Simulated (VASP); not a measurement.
# TiSi (F-43m) in VASP: notebook

TiSi is run at these levels: PBEsol; tasks: single point, relaxation of cell and atoms.

Everything below comes from runs of VASP 6.6.1. Logs are shortened: lines on timing, memory, paths and dates and some standing lists are left out, and cuts for length are marked.

## Step 1: The cell of the first run

The structure is cubic, space group F-43m (No. 216). Conventional cell: a = 5.713 Å, b = 5.713 Å, c = 5.713 Å, α = 90.00°, β = 90.00°, γ = 90.00°. Within 3.3 Å of Ti (site symmetry -43m) lie 4 Si at 2.47 Å. Si (site symmetry -43m) has 4 Ti at 2.47 Å within 3.3 Å.

## Step 2: Single point, PBEsol

File INCAR:

```
SYSTEM = TiSi
PREC = Accurate ; ENCUT = 520
EDIFF = 1E-6 ; ISMEAR = 0
SIGMA = 0.1 ; LREAL = .False.
LASPH = .True. ; NELM = 100
ALGO = Normal ; ISIF = 2
LWAVE = .False. ; LCHARG = .True.
GGA = PS ; LELF = .True.
LVHAR = .True. ; NBANDS = 15
```

File KPOINTS:

```
Automatic mesh
0
Gamma
  6 6 6
  0 0 0
```

File POSCAR:

```
TiSi
1.0
    0.0000000000      2.8565035962      2.8565035962
    2.8565035962      0.0000000000      2.8565035962
    2.8565035962      2.8565035962      0.0000000000
Ti Si
1 1
Direct
    0.0000000000      0.0000000000      0.0000000000
    0.2500000000      0.2500000000      0.2500000000
```

Potentials or basis: VASP PAW PBE potentials, release 64 (Ti_sv, Si).

Launch:

```
cat potpaw_PBE.64/Ti_sv/POTCAR potpaw_PBE.64/Si/POTCAR > POTCAR
mpirun -np 1 vasp_std > vasp.out
```

OUTCAR:

```text
SYSTEM = TiSi
   PREC = Accurate
   ENCUT = 520
   EDIFF = 1E-6
   ISMEAR = 0
   LREAL = .False.
   LASPH = .True.
   NELM = 100
   ISIF = 2
   GGA = PS

 ion  position               nearest neighbor table
   1  0.000  0.000  0.000-   2 2.47   2 2.47   2 2.47   2 2.47
   2  0.250  0.250  0.250-   1 2.47   1 2.47   1 2.47   1 2.47

  LATTYP: Found a face centered cubic cell.
 ALAT       =     5.7130071924

  Lattice vectors:

 A1 = (   0.0000000000,   2.8565035962,   2.8565035962)
 A2 = (   2.8565035962,   0.0000000000,   2.8565035962)
 A3 = (   2.8565035962,   2.8565035962,   0.0000000000)

Analysis of symmetry for initial positions (statically):
=====================================================================
 Subroutine PRICEL returns:
 Original cell was already a primitive cell.

 Routine SETGRP: Setting up the symmetry group for a
 face centered cubic supercell.

 Subroutine GETGRP returns: Found 24 space group operations
 (whereof 24 operations were pure point group operations)
 out of a pool of 48 trial point group operations.

The static configuration has the point symmetry T_d .

Analysis of symmetry for dynamics (positions and initial velocities):
=====================================================================
 Subroutine PRICEL returns:
 Original cell was already a primitive cell.

 Routine SETGRP: Setting up the symmetry group for a
 face centered cubic supercell.

 Subroutine GETGRP returns: Found 24 space group operations
 (whereof 24 operations were pure point group operations)
 out of a pool of 48 trial point group operations.

The dynamic configuration has the point symmetry T_d .

 Subroutine INISYM returns: Found 24 space group operations
 (whereof 24 operations are pure point group operations),
 and found     1 'primitive' translations

----------------------------------------------------------------------------------------

                                     Primitive cell

  volume of cell :      46.6159

  direct lattice vectors                    reciprocal lattice vectors
     0.000000000  2.856503596  2.856503596    -0.175039163  0.175039163  0.175039163
     2.856503596  0.000000000  2.856503596     0.175039163 -0.175039163  0.175039163
     2.856503596  2.856503596  0.000000000     0.175039163  0.175039163 -0.175039163

  length of vectors
     4.039706127  4.039706127  4.039706127     0.303176724  0.303176724  0.303176724

  position of ions in fractional coordinates (direct lattice)
     0.000000000  0.000000000  0.000000000
[... 79 lines left out ...]
   PSTRESS=    0.0 pullay stress
   NELECT =      16.0000    total number of electrons
   NUPDOWN=      -1.0000    fix difference up-down
   EMIN   =  10.00;   EMAX   =-10.00  energy-range for DOS
   EFERMI =   0.00;   METHOD = LEGACY
   ISMEAR =     0;   SIGMA  =   0.10  broadening in eV -4-tet -1-fermi 0-gaus
   EFERMI_NEDOS =   21; number of points for ismear=-14 and -15
   IALGO  =     38    algorithm
   IMIX   =      4    mixing-type and parameters
     AMIX     =   0.40;   BMIX     =  1.00
     AMIX_MAG =   1.60;   BMIX_MAG =  1.00
  volume/ion in A,a.u.               =      23.31       157.29
  Fermi-wavevector in a.u.,A,eV,Ry     =   1.146225  2.166052 17.875781  1.313833
  Thomas-Fermi vector in A             =   2.282911
   LORBIT       =      0    0 simple, 1 ext, 2 COOP (PROOUT), +10 PAW based schemes
   GGA     = PS    functional components
   LHFCALC =     F    Hartree Fock is set to
   AEXX    =    0.0000 exact exchange contribution
   IVDW    =     0    specifies the selected vdW correction
   LEPSILON=     F    determine dielectric tensor
   LRPA    =     F    only Hartree local field effects (RPA)
 non-spin polarized calculation
 Gauss-broadening in eV      SIGMA  =   0.10
  energy-cutoff  :      520.00
  volume of cell :       46.62
 maximum number of plane-waves:      1278
   NGX = 15   NGY = 15   NGZ = 15

 number of electron      15.9999996 magnetization

 Free energy of the ion-electron system (eV)
  ---------------------------------------------------
  ext. energy  EPLUGINS =         0.00000000
  ---------------------------------------------------
  free energy    TOTEN  =       -12.73749567 eV

  energy without entropy =      -12.73429976  energy(sigma->0) =      -12.73589771

 E-fermi :   4.1836     XC(G=0):  -9.5131

 val. band max:        4.1538192254   @ k =   0.5000   0.5000   0.0000
 cond. band min:       4.1930880387   @ k =   0.5000   0.5000   0.0000
 fundamental gap:      0.0392688133
 Fermi energy:         4.1835900727

 k-point     1 :       0.0000    0.0000    0.0000
  band No.  band energies     occupation
      1     -52.4733      2.00000
      2     -28.8268      2.00000
      3     -28.8268      2.00000
      4     -28.8268      2.00000
      5      -3.8796      2.00000
      6       3.1524      2.00000
      7       3.1524      2.00000
      8       3.1524      2.00000
      9       5.2038      0.00000
     10       5.2038      0.00000
     11       9.9520      0.00000
     12      10.5386      0.00000
     13      10.5386      0.00000
     14      10.5386      0.00000
[... 257 lines left out ...]
      2     -28.8481      2.00000
      3     -28.8396      2.00000
      4     -28.8363      2.00000
      5      -1.7464      2.00000
      6       1.8685      2.00000
      7       3.2811      2.00000
      8       3.9454      1.99924
      9       4.3022      0.09349
     10       5.2672      0.00000
     11       5.7980      0.00000
     12       6.3937      0.00000
     13       7.1763      0.00000
     14      11.5983      0.00000
     15      12.3303      0.00000

------------------------ aborting loop because EDIFF is reached ----------------------------------------

  FORCE on cell =-STRESS in cart. coord.  units (eV):
  Direction    XX          YY          ZZ          XY          YZ          ZX
  --------------------------------------------------------------------------------------
  -------------------------------------------------------------------------------------
  Total        0.0568321      0.0568321      0.0568321      0.0000000      0.0000000      0.0000000
  in kB        1.9533053      1.9533053      1.9533053      0.0000000      0.0000000      0.0000000
  external PRESSURE =       1.9533053 kB  Pullay stress =       0.0000000 kB

 VOLUME and BASIS-vectors are now :
 -----------------------------------------------------------------------------
  energy-cutoff  :      520.00
  volume of cell :       46.62
      direct lattice vectors                 reciprocal lattice vectors
     0.000000000  2.856503596  2.856503596    -0.175039163  0.175039163  0.175039163
     2.856503596  0.000000000  2.856503596     0.175039163 -0.175039163  0.175039163
     2.856503596  2.856503596  0.000000000     0.175039163  0.175039163 -0.175039163

 POSITION                                       TOTAL-FORCE (eV/Angst)
 -----------------------------------------------------------------------------------
      0.00000      0.00000      0.00000        -0.000000     -0.000000     -0.000000
      1.42825      1.42825      1.42825         0.000000      0.000000      0.000000
 -----------------------------------------------------------------------------------
    total drift:                                0.000000      0.000000      0.000000

  FREE ENERGIE OF THE ION-ELECTRON SYSTEM (eV)
  ---------------------------------------------------
  free  energy   TOTEN  =       -12.7374956735 eV

  energy  without entropy=      -12.7342997560  energy(sigma->0) =      -12.73589771
```

It took 17 s on 1 thread of Intel Xeon 6975P-C, shared host; peak memory 0.16 GiB.

What came out:

| Quantity | Value |
| --- | --- |
| Free energy | -12.7375 eV |
| Pressure | 0.2 GPa |
| Band gap on the k mesh | 0.04 eV, direct |

Caveat: the PAW data sets were made with another functional, which shifts forces and pressure a little. A k mesh can miss the band edges.

## Step 3: Relaxation of cell and atoms, PBEsol

This run uses another cell than the first one, of 19.32 Å³/atom, 0.829 times its volume.

File INCAR:

```
SYSTEM = TiSi
PREC     = Accurate       ! precision mode
ENCUT    = 600            ! plane-wave cutoff, eV
EDIFF    = 1E-6           ! SCF threshold, eV
ISMEAR   = 0              ! smearing method
SIGMA    = 0.1            ! smearing width, eV
LREAL    = .FALSE.        ! projectors in reciprocal space
LASPH    = .TRUE.         ! aspherical terms in the spheres
NELM     = 100            ! most SCF steps
ALGO     = Normal         ! electronic algorithm
ISIF     = 3              ! what is computed and relaxed
LWAVE    = .FALSE.        ! write WAVECAR
LCHARG   = .FALSE.        ! write CHGCAR
GGA      = PS             ! functional
IBRION   = 2              ! ionic algorithm
NSW      = 100            ! ionic steps
EDIFFG   = -0.05          ! ionic threshold
```

File KPOINTS:

```
Automatic mesh
0
G
  6 6 6
  0 0 0
```

File POSCAR:

```
TiSi
1.0
    0.0000000000      2.6833419606      2.6833419606
    2.6833419606      0.0000000000      2.6833419606
    2.6833419606      2.6833419606      0.0000000000
Ti Si
1 1
Direct
    0.0000000000      0.0000000000      0.0000000000
    0.2500000000      0.2500000000      0.2500000000
```

Potentials or basis: VASP PAW PBE potentials, release 64 (Ti_sv, Si).

Launch:

```
cat potpaw_PBE.64/Ti_sv/POTCAR potpaw_PBE.64/Si/POTCAR > POTCAR
mpirun -np 1 vasp_std > vasp.out
```

Wall time 38 s (1 thread of Intel Xeon 6975P-C, shared host); peak memory 0.17 GiB.

It converged, with:

* Free energy: -12.7361 eV
* Relaxed volume: 23.37 Å³/atom
* Relaxed cell: a = 4.043 Å, b = 4.043 Å, c = 4.043 Å, α = 60.00°, β = 60.00°, γ = 60.00°
* Space group after relaxing (to 0.05 Å): F-43m (No. 216)
* Energy gained by relaxing: 187.2 meV/atom
* Ionic steps: 3
* Pressure after relaxing: 0.1 GPa
* Band gap on the k mesh: 0.04 eV, direct

Step by step:
```csv
step,energy change (eV),largest force (eV/Å),pressure (GPa),volume (Å³)
1,0.0000,0.0000,16.98,38.64
2,-0.2984,0.0000,-5.09,51.26
3,-0.3745,0.0000,0.06,46.73
```

Final structure:
```cif
data_structure
_symmetry_space_group_name_H-M 'P 1'
_symmetry_Int_Tables_number 1
_cell_length_a 4.0431
_cell_length_b 4.0431
_cell_length_c 4.0431
_cell_angle_alpha 60.000
_cell_angle_beta 60.000
_cell_angle_gamma 60.000
_cell_volume 46.73
loop_
_atom_site_label
_atom_site_type_symbol
_atom_site_fract_x
_atom_site_fract_y
_atom_site_fract_z
_atom_site_occupancy
Ti1 Ti 0.00000 0.00000 0.00000 1
Si1 Si 0.25000 0.25000 0.25000 1
```

Levels at points of the mesh, in eV from the valence-band top:
```tsv
k point	band 6	band 7	band 8	band 9	band 10	band 11
(0.00, 0.00, 0.00)	-1.00	-1.00	-1.00	1.05	1.05	5.78
(0.50, 0.00, 0.00)	-2.65	-0.73	-0.73	1.31	1.31	1.52
(0.50, 0.50, 0.00)	-2.73	0.00	0.00	0.04	1.61	1.68
```

Caveat: the volume moved by over 15 % at a fixed basis, so the end points are rough; the PAW data sets were made with another functional, which shifts forces and pressure a little.
